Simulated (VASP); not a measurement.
# Zr2HS4 in VASP: a series of runs, part 2 of 2

VASP 6.6.1.

### Step 5. Single point, PBE+D3(BJ)

Contents of INCAR:

```
SYSTEM = Zr2HS4
PREC     = Accurate       ! precision mode
ENCUT    = 400            ! plane-wave cutoff, eV
EDIFF    = 1E-6           ! SCF threshold, eV
ISMEAR   = 0              ! smearing method
SIGMA    = 0.05           ! smearing width, eV
LREAL    = .False.        ! projectors in reciprocal space
LASPH    = .True.         ! aspherical terms in the spheres
NELM     = 120            ! most SCF steps
ALGO     = Normal         ! electronic algorithm
ISIF     = 2              ! what is computed and relaxed
LWAVE    = .False.        ! write WAVECAR
LCHARG   = .False.        ! write CHGCAR
LDIPOL   = .True.       
IDIPOL   = 3            
DIPOL    = 0.5 0.5 0.285
GGA      = PE             ! functional
IVDW     = 12             ! dispersion correction
NBANDS   = 62             ! bands
GGA_COMPAT= .False.      
NELMDL   = -8
```

Contents of KPOINTS:

```
Automatic mesh
0
Gamma
  6 6 1
  0 0 0
```

Contents of POSCAR:

```
Zr2HS4
1.0
    7.2976778227      0.0000000000      0.0000000000
   -3.6488389114      6.3199743831      0.0000000000
    0.0000000000      0.0000000000     20.9171506047
S Zr H
8 4 2
Direct
    0.3333333333      0.1666666667      0.1912306354
    0.3333333333      0.6666666667      0.1912306354
    0.8333333333      0.1666666667      0.1912306354
    0.8333333333      0.6666666667      0.1912306354
    0.1666666667      0.3333333333      0.3306927762
    0.1666666667      0.8333333333      0.3306927762
    0.6666666667      0.3333333333      0.3306927762
    0.6666666667      0.8333333333      0.3306927762
    0.0000000000      0.0000000000      0.2609617058
    0.0000000000      0.5000000000      0.2609617058
    0.5000000000      0.0000000000      0.2609617058
    0.5000000000      0.5000000000      0.2609617058
    0.3869988249      0.7739976498      0.4286984769
    0.4463345084      0.8926690169      0.4286984769
```

Potentials or basis: VASP PAW PBE potentials, release 64 (S, Zr_sv, H).

Started as:

```sh
cat potpaw_PBE.64/S/POTCAR potpaw_PBE.64/Zr_sv/POTCAR potpaw_PBE.64/H/POTCAR > POTCAR
mpirun -np 1 vasp_std > vasp.out
```

OUTCAR:

```text
SYSTEM = Zr2HS4
   PREC = Accurate
   ENCUT = 400
   EDIFF = 1E-6
   ISMEAR = 0
   LREAL = .False.
   LASPH = .True.
   NELM = 120
   ISIF = 2
   GGA = PE
   IVDW = 12
   NELMDL = -8
 IVDW          = 12

 ion  position               nearest neighbor table
   1  0.333  0.167  0.191-   9 2.56  12 2.56  11 2.56
   2  0.333  0.667  0.191-  10 2.56  11 2.56  12 2.56
   3  0.833  0.167  0.191-  11 2.56  10 2.56   9 2.56
   4  0.833  0.667  0.191-  12 2.56   9 2.56  10 2.56
   5  0.167  0.333  0.331-  12 2.56   9 2.56  10 2.56
   6  0.167  0.833  0.331-  11 2.56  10 2.56   9 2.56
   7  0.667  0.333  0.331-  10 2.56  11 2.56  12 2.56
   8  0.667  0.833  0.331-   9 2.56  12 2.56  11 2.56
   9  0.000  0.000  0.261-   1 2.56   8 2.56   5 2.56   4 2.56   6 2.56   3 2.56  12 3.65  12 3.65
                            11 3.65  11 3.65  10 3.65  10 3.65
  10  0.000  0.500  0.261-   2 2.56   7 2.56   6 2.56   3 2.56   4 2.56   5 2.56  11 3.65  11 3.65
                            12 3.65  12 3.65   9 3.65   9 3.65
  11  0.500  0.000  0.261-   3 2.56   6 2.56   2 2.56   7 2.56   1 2.56   8 2.56  10 3.65  10 3.65
                             9 3.65   9 3.65  12 3.65  12 3.65
  12  0.500  0.500  0.261-   4 2.56   5 2.56   1 2.56   8 2.56   7 2.56   2 2.56   9 3.65   9 3.65
                            10 3.65  10 3.65  11 3.65  11 3.65
  13  0.387  0.774  0.429-  14 0.75
  14  0.446  0.893  0.429-  13 0.75

  LATTYP: Found a hexagonal cell.
 ALAT       =     7.2976778227
 C/A-ratio  =     2.8662748771

  Lattice vectors:

 A1 = (   7.2976778227,   0.0000000000,   0.0000000000)
 A2 = (  -3.6488389114,   6.3199743831,   0.0000000000)
 A3 = (   0.0000000000,   0.0000000000,  20.9171506047)

Analysis of symmetry for initial positions (statically):
=====================================================================
 Subroutine PRICEL returns:
 Original cell was already a primitive cell.

 Routine SETGRP: Setting up the symmetry group for a
 hexagonal supercell.

 Subroutine GETGRP returns: Found  2 space group operations
 (whereof  2 operations were pure point group operations)
 out of a pool of 24 trial point group operations.

The static configuration has the point symmetry C_1h.

Analysis of symmetry for dynamics (positions and initial velocities):
=====================================================================
 Subroutine PRICEL returns:
 Original cell was already a primitive cell.

 Routine SETGRP: Setting up the symmetry group for a
 hexagonal supercell.

 Subroutine GETGRP returns: Found  2 space group operations
 (whereof  2 operations were pure point group operations)
 out of a pool of 24 trial point group operations.

The dynamic configuration has the point symmetry C_1h.

 Subroutine INISYM returns: Found  2 space group operations
 (whereof  2 operations are pure point group operations),
 and found     1 'primitive' translations

----------------------------------------------------------------------------------------

                                     Primitive cell

  volume of cell :     964.7228

  direct lattice vectors                    reciprocal lattice vectors
[... 92 lines left out ...]
   ICHARG =      2    charge: 1-file 2-atom 10-const
   ISPIN  =      1    spin polarized calculation?
   LNONCOLLINEAR =      F non collinear calculations
   LSORBIT =      F    spin-orbit coupling
   LASPH  =      T    aspherical Exc in radial PAW
   ENCUT  =  400.0 eV  29.40 Ry    5.42 a.u.  11.90 11.90 34.11*2*pi/ulx,y,z
   NELM   =    120;   NELMIN=  2; NELMDL= -8     # of ELM steps
   EDIFF  = 0.1E-05   stopping-criterion for ELM
   LREAL  =      F    real-space projection
   EDIFFG = 0.1E-04   stopping-criterion for IOM
   NSW    =      0    number of steps for IOM
   IBRION =     -1    ionic relax: 0-MD 1-quasi-New 2-CG
   NFREE  =      0    steps in history (QN), initial steepest desc. (CG)
   ISIF   =      2    stress and relaxation
   ISYM   =      2    0-nonsym 1-usesym 2-fastsym
   POTIM  = 0.5000    time-step for ionic-motion
   TEBEG  =    0.0;   TEEND  =   0.0 temperature during run
   PSTRESS=    0.0 pullay stress
   NELECT =      98.0000    total number of electrons
   NUPDOWN=      -1.0000    fix difference up-down
   EMIN   =  10.00;   EMAX   =-10.00  energy-range for DOS
   EFERMI =   0.00;   METHOD = LEGACY
   ISMEAR =     0;   SIGMA  =   0.05  broadening in eV -4-tet -1-fermi 0-gaus
   EFERMI_NEDOS =   21; number of points for ismear=-14 and -15
   IALGO  =     38    algorithm
   IMIX   =      4    mixing-type and parameters
     AMIX     =   0.40;   BMIX     =  1.00
     AMIX_MAG =   1.60;   BMIX_MAG =  1.00
  volume/ion in A,a.u.               =      68.91       465.02
  Fermi-wavevector in a.u.,A,eV,Ry     =   0.763864  1.443494  7.938838  0.583488
  Thomas-Fermi vector in A             =   1.863639
   LORBIT       =      0    0 simple, 1 ext, 2 COOP (PROOUT), +10 PAW based schemes
   GGA     = PE    functional components
   LHFCALC =     F    Hartree Fock is set to
   AEXX    =    0.0000 exact exchange contribution
   IVDW    =    12    specifies the selected vdW correction
   LEPSILON=     F    determine dielectric tensor
   LRPA    =     F    only Hartree local field effects (RPA)
 non-spin polarized calculation
 Gauss-broadening in eV      SIGMA  =   0.05
  energy-cutoff  :      400.00
  volume of cell :      964.72
 maximum number of plane-waves:     17598
   NGX = 23   NGY = 23   NGZ = 69

 dipolmoment           0.000000      0.000000      0.001789 electrons x Angstroem

 number of electron      98.0000013 magnetization

 dipolmoment           0.000000      0.000000     -0.016014 electrons x Angstroem

 Free energy of the ion-electron system (eV)
  ---------------------------------------------------
  ext. energy  EPLUGINS =         0.00000000
  ---------------------------------------------------
  free energy    TOTEN  =       -92.27950162 eV

  energy without entropy =      -92.27950162  energy(sigma->0) =      -92.27950162

 E-fermi :  -3.0097     XC(G=0):  -3.2693

 val. band max:       -3.2582685599   @ k =   0.0000   0.0000   0.0000
 cond. band min:      -2.1590886949   @ k =   0.0000   0.0000   0.0000
 fundamental gap:      1.0991798649
 Fermi energy:        -3.0096582323

 k-point     1 :       0.0000    0.0000    0.0000
  band No.  band energies     occupation
      1     -52.1070      2.00000
      2     -52.0913      2.00000
      3     -52.0830      2.00000
      4     -52.0784      2.00000
      5     -30.2923      2.00000
      6     -30.2873      2.00000
[... 821 lines left out ...]
     60       0.3042      0.00000
     61       0.3261      0.00000
 [bands above 61 left out]

------------------------ aborting loop because EDIFF is reached ----------------------------------------

 vacuum level on the upper side and lower side of the slab       (xc-potential included)        -0.122        -0.047

 Edisp (eV)   -3.05174

 E8    (eV) :    -1.3671

  FORCE on cell =-STRESS in cart. coord.  units (eV):
  Direction    XX          YY          ZZ          XY          YZ          ZX
  --------------------------------------------------------------------------------------
  -------------------------------------------------------------------------------------
  Total       0.23853    -0.56486     0.89003     0.00000    -0.10772     0.00000
  in kB       0.39614    -0.93810     1.47812     0.00000    -0.17890     0.00000
  external pressure =        0.31 kB  Pullay stress =        0.00 kB

 VOLUME and BASIS-vectors are now :
 -----------------------------------------------------------------------------
  energy-cutoff  :      400.00
  volume of cell :      964.72
      direct lattice vectors                 reciprocal lattice vectors
     7.297677823  0.000000000  0.000000000     0.137029891  0.079114245  0.000000000
    -3.648838911  6.319974383  0.000000000     0.000000000  0.158228489  0.000000000
     0.000000000  0.000000000 20.917150605     0.000000000  0.000000000  0.047807659

 POSITION                                       TOTAL-FORCE (eV/Angst)
 -----------------------------------------------------------------------------------
      1.82442      1.05333      4.00000         0.005630      0.008637     -0.015267
     -0.00000      4.21332      4.00000         0.000000     -0.002782      0.006881
      5.47326      1.05333      4.00000        -0.005630      0.008637     -0.015267
      3.64884      4.21332      4.00000         0.000000     -0.018685     -0.017320
      0.00000      2.10666      6.91715        -0.000000      0.008654      0.046563
     -1.82442      5.26665      6.91715        -0.152033      0.010898     -0.216523
      3.64884      2.10666      6.91715         0.000000     -0.010599      0.045482
      1.82442      5.26665      6.91715         0.152033      0.010898     -0.216523
      0.00000      0.00000      5.45858         0.000000     -0.041463      0.004650
     -1.82442      3.15999      5.45858        -0.001473      0.047257     -0.015005
      3.64884      0.00000      5.45858         0.000000     -0.028010     -0.062198
      1.82442      3.15999      5.45858         0.001473      0.047257     -0.015005
     -0.00000      4.89165      8.96715         0.000000     -0.003169      0.229092
     -0.00000      5.64165      8.96715         0.000000     -0.037530      0.240440
 -----------------------------------------------------------------------------------
    total drift:                                0.000000      0.000006      0.000804

  FREE ENERGIE OF THE ION-ELECTRON SYSTEM (eV)
  ---------------------------------------------------
  free  energy   TOTEN  =       -95.3312410664 eV

  energy  without entropy=      -95.3312410664  energy(sigma->0) =      -95.33124107

 vacuum level on the upper side and lower side of the slab         3.021         3.098
```

Run time: 22 min. Hardware: 1 thread of Intel Xeon Platinum 8375C at 2.90GHz (Ice Lake), shared host; peak memory 0.9 GiB.

What came out:

| Quantity | Value |
| --- | --- |
| Free energy | -95.3312 eV |
| Largest force | 0.265 eV/Å |
| Band gap on the k mesh | 1.10 eV |
| Dispersion energy per atom | -0.218 eV |

Forces on the atoms (eV/Å):
```
S    0.006  0.009 -0.015
S    0.000 -0.003  0.007
S   -0.006  0.009 -0.015
S    0.000 -0.019 -0.017
S    0.000  0.009  0.047
S   -0.152  0.011 -0.217
S    0.000 -0.011  0.045
S    0.152  0.011 -0.217
Zr   0.000 -0.041  0.005
Zr  -0.001  0.047 -0.015
Zr   0.000 -0.028 -0.062
Zr   0.001  0.047 -0.015
H    0.000 -0.003  0.229
H    0.000 -0.038  0.240
```

Levels at points of the mesh, in eV from the valence-band top:
| k point | band 47 | band 48 | band 49 | band 50 | band 51 | band 52 |
| --- | --- | --- | --- | --- | --- | --- |
| (0.00, 0.00, 0.00) | -0.75 | 0.00 | 0.00 | 1.10 | 1.10 | 1.12 |
| (0.50, 0.00, 0.00) | -0.85 | -0.51 | -0.47 | 1.48 | 1.50 | 2.28 |
| (0.00, 0.50, 0.00) | -0.85 | -0.50 | -0.41 | 1.48 | 1.49 | 2.27 |

### Step 6. Single point, PBE+D3(BJ)

Contents of INCAR:

```
SYSTEM = Zr2HS4
PREC = Accurate
ENCUT = 400
EDIFF = 1E-6
ISMEAR = 0
SIGMA = 0.05
LREAL = .FALSE.
LASPH = .TRUE.
NELM = 120
ALGO = Normal
ISIF = 2
LWAVE = .FALSE.
LCHARG = .FALSE.
LDIPOL = .TRUE.
IDIPOL = 3
DIPOL = 0.5 0.5 0.283
GGA = PE
IVDW = 12
NBANDS = 62
GGA_COMPAT = .FALSE.
NELMDL = -8
```

Contents of KPOINTS:

```
Automatic mesh
0
G
  6 6 1
  0 0 0
```

Changes to POSCAR since step 5:

```diff
@@ -20,3 +20,3 @@
     0.5000000000      0.5000000000      0.2609617058
-    0.3869988249      0.7739976498      0.4286984769
-    0.4463345084      0.8926690169      0.4286984769
+    0.3282564982      0.6565129964      0.4134000260
+    0.5050768351      1.0101536703      0.4134000260
```

Potentials or basis: VASP PAW PBE potentials, release 64 (S, Zr_sv, H).

Started as:

```sh
cat potpaw_PBE.64/S/POTCAR potpaw_PBE.64/Zr_sv/POTCAR potpaw_PBE.64/H/POTCAR > POTCAR
mpirun -np 1 vasp_std > vasp.out
```

Run time: 36 min. Hardware: 1 thread of Intel Xeon 8259CL, shared host; peak memory 0.92 GiB.

It converged, with:

```
Free energy                : -90.5001 eV
Largest force              : 1.493 eV/Å
Band gap on the k mesh     : 0.54 eV (least direct gap 0.56 eV)
Dispersion energy per atom : -0.224 eV
```

Forces on the atoms (eV/Å):
```
S    0.058 -0.015 -0.020
S    0.000 -0.011  0.058
S   -0.058 -0.015 -0.020
S    0.000 -0.056 -0.048
S    0.000  0.292  0.394
S   -0.156 -0.059 -0.196
S    0.000 -0.050  0.344
S    0.156 -0.059 -0.196
Zr   0.000 -0.214  0.014
Zr   0.049  0.242 -0.065
Zr   0.000 -0.124 -0.200
Zr  -0.049  0.242 -0.065
H    0.000  1.321  0.041
H    0.000 -1.492 -0.039
```

Levels at points of the mesh, in eV from the valence-band top:
| k point | band 46 | band 47 | band 48 | band 49 | band 50 | band 51 | band 52 | band 53 |
| --- | --- | --- | --- | --- | --- | --- | --- | --- |
| (0.00, 0.00, 0.00) | -1.32 | -0.41 | -0.40 | -0.02 | 0.54 | 0.72 | 0.81 | 1.14 |
| (0.50, 0.00, 0.00) | -1.25 | -1.05 | -0.95 | -0.21 | 0.83 | 1.09 | 1.18 | 1.90 |
| (0.00, 0.50, 0.00) | -1.24 | -1.06 | -0.93 | -0.18 | 0.65 | 1.13 | 1.33 | 1.90 |

### Step 7. Summary

| cell | gap on the mesh (eV) | largest force (eV/Å) |
| --- | --- | --- |
| as given, atomic positions A | 0.67 | 4.14 |
| as given, atomic positions B | 0.19 | 2.98 |
| as given, atomic positions C | 0.26 | 1.66 |
| as given, atomic positions D | 1.10 | 0.26 |
| as given, atomic positions E | 0.54 | 1.49 |

Alike in all rows: task single point; level PBE+D3(BJ); potentials or basis VASP PAW PBE potentials, release 64 (S, Zr_sv, H); no spin polarisation; k mesh 6 × 6 × 1; cutoff (eV) 400; smearing gaussian 0.05 eV.

Total energies depend on the potentials used, so only differences within one code and one set of settings carry meaning.
